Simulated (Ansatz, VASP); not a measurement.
Hf in VASP and in Ansatz

INCAR

```
PREC = Accurate
ENCUT = 520
EDIFF = 1E-7
ISMEAR = -1
SIGMA = 0.1
LREAL = F
LASPH = T
NELM = 80
ALGO = Normal
ISIF = 2
LWAVE = F
LCHARG = F
GGA = PS
NBANDS = 22
```

KPOINTS

```
regular mesh
0
Gamma
  8 8 12
```

Contents of POSCAR:

```
Hf
1.0
    4.8532368517      0.0000000000      0.0000000000
   -2.4266184258      4.2030264041      0.0000000000
    0.0000000000      0.0000000000      3.0200033347
Hf
3
Direct
    0.0000000000      0.0000000000      0.0000000000
    0.3333333333      0.6666666667      0.5000000000
    0.6666666667      0.3333333333      0.5000000000
```

Input for Ansatz:

```yaml
crystal:
  lattice:
    - [4.8532368517, 0.0, 0.0]
    - [-2.4266184258, 4.2030264041, 0.0]
    - [0.0, 0.0, 3.0200033347]
  atoms:
    - { symbol: Hf, position: [0.0, 0.0, 0.0] }
    - { symbol: Hf, position: [0.3333333333, 0.6666666667, 0.5] }
    - { symbol: Hf, position: [0.6666666667, 0.3333333333, 0.5] }
hamiltonian:
  xc: pbesol
  pseudopotentials:
    kind: paw
    azcp:
      Hf: "pseudopotentials/Hf.paw.azcp"
basis:
  ecutwfc: 420
  fft_grid_basis: typed
kpoints:
  mp_grid: { grid: [8, 8, 12], shift: [0, 0, 0] }
magnetization:
  spin_polarized: false
scf:
  occupations: { method: fermi_dirac, width: 0.1 }
  lower_state_search: "off"
output:
  stress: true
  write_density: true
  write_potential: true
  elf: true
  volumetric_format: npy
```

Alike in both runs: task single point; functional PBEsol; k mesh 8 × 8 × 12; occupations fermi-dirac, width 0.1 eV; no spin polarisation.

|  | VASP | Ansatz |
| --- | --- | --- |
| version | VASP 6.6.1 | Ansatz 0.2.0 |
| potentials or method | VASP PAW PBE potentials, release 64 (Hf_pv), cutoff 520 eV | plane waves (420 eV) with PAW, scalar-relativistic |
| valence electrons in the cell | 30 | 78 |

Ansatz gave:

| Property | Result |
| --- | --- |
| pressure (GPa) | 5.1 |
| traceless stress, the component that is largest in VASP (GPa) | 0.11 |

**Question.** Estimate VASP's values.

**Answer.** Pressure (GPa): 4.7; traceless stress, the component that is largest in VASP (GPa): 0.24.

VASP's potentials were made for PBE, not for PBEsol, and Ansatz warns of the same on its side. VASP's potentials hold 30 valence electrons a cell and Ansatz's 78, so a difference there can come from the potentials and not from the codes.

Neither program's run includes spin-orbit coupling.
